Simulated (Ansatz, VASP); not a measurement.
**Hg: VASP beside Ansatz**

File INCAR:

```
PREC = Accurate
ENCUT = 600
EDIFF = 1E-7
ISMEAR = -1
SIGMA = 0.05
LREAL = False
LASPH = True
NELM = 100
ALGO = Normal
ISIF = 3
LWAVE = False
LCHARG = False
IBRION = 2
NSW = 60
EDIFFG = -0.005
```

File KPOINTS:

```
regular mesh
0
Gamma
  12 12 12
```

The input POSCAR:

```
Hg
1.0
    0.0000000000      3.0496819520      3.0496819520
    3.0496819520      0.0000000000      3.0496819520
    3.0496819520      3.0496819520      0.0000000000
Hg
2
Direct
   -0.1250000000     -0.1250000000     -0.1250000000
    0.1250000000      0.1250000000      0.1250000000
```

Input for Ansatz:

```yaml
crystal:
  lattice:
    - [0.0, 3.049681952, 3.049681952]
    - [3.049681952, 0.0, 3.049681952]
    - [3.049681952, 3.049681952, 0.0]
  atoms:
    - { symbol: Hg, position: [-0.125, -0.125, -0.125] }
    - { symbol: Hg, position: [0.125, 0.125, 0.125] }
kpoints:
  mp_grid: { grid: [12, 12, 12] }
scf:
  occupations: { method: fermi_dirac, width: 0.05 }
hamiltonian:
  xc: lda
  pseudopotentials: { kind: paw }
output:
  forces: true
  stress: true
relax:
  f_tol: 0.005
  max_steps: 40
  cell: {}
```

Alike in both runs: task relaxation of cell and atoms; functional LDA; k mesh 12 × 12 × 12; occupations fermi-dirac, width 0.05 eV; no spin polarisation.

|  | VASP | Ansatz |
| --- | --- | --- |
| version | VASP 6.6.1 | Ansatz 0.2.0 |
| potentials or method | VASP PAW LDA potentials, release 64 (Hg) | PAW with Ansatz's default frozen-core files, scalar-relativistic |
| plane-wave cutoff (eV) | 600 | 420 |
| valence electrons in the cell | 24 | 40 |

|  | VASP | Ansatz | Ansatz less VASP |
| --- | --- | --- | --- |
| relaxed volume (Å³/atom) | 34.08 | 33.48 | -0.598 |
| relaxed length of the cell vector where the two differ most in proportion (Å) | 4.585 | 4.558 | -0.0270 |

LDA's correlation is that of Perdew and Zunger in VASP and of Perdew and Wang (1992) in Ansatz. VASP's potentials hold 24 valence electrons a cell and Ansatz's 40, so a difference there can come from the potentials and not from the codes.

Spin-orbit coupling is off throughout. Noted on VASP's run: the volume moved by over 15 % at a fixed basis, so the end points are rough.
